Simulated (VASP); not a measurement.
Cu:

```
CELL_PARAMETERS angstrom
0.00000 1.81487 1.81487
1.81487 0.00000 1.81487
1.81487 1.81487 0.00000
ATOMIC_POSITIONS crystal
Cu 0.00000 0.00000 0.00000
```

| Property | Result |
| --- | --- |
| Program | VASP 6.6.1 |
| Task | relaxation of cell and atoms |
| Functional | LDA |
| Potentials or basis | VASP PAW LDA potentials, release 64 (Cu) |
| Cutoff | 600 eV |
| k mesh | 20 × 20 × 20 |
| Occupations | gaussian, width 0.1 eV |
| Spin | no spin polarisation |

At the start: pressure -13.1 GPa; volume 11.96 Å³/atom.

Where does the relaxation end?

Over 3 steps the energy falls by 45.6 meV/atom and the volume is 10.94 Å³/atom (-8.5 %); space group Fm-3m (No. 225, to 0.05 Å).

Step by step:
| step | energy change (eV) | largest force (eV/Å) | pressure (GPa) | volume (Å³) |
| --- | --- | --- | --- | --- |
| 1 | 0.0000 | 0.0000 | -13.10 | 11.96 |
| 2 | -0.0248 | 0.0000 | 11.85 | 10.34 |
| 3 | -0.0456 | 0.0000 | -0.07 | 10.94 |

Final structure:
```
Cu
1.0
     0.00000    1.76205    1.76205
     1.76205    0.00000    1.76205
     1.76205    1.76205    0.00000
Cu
1
Direct
  0.00000 0.00000 0.00000
```
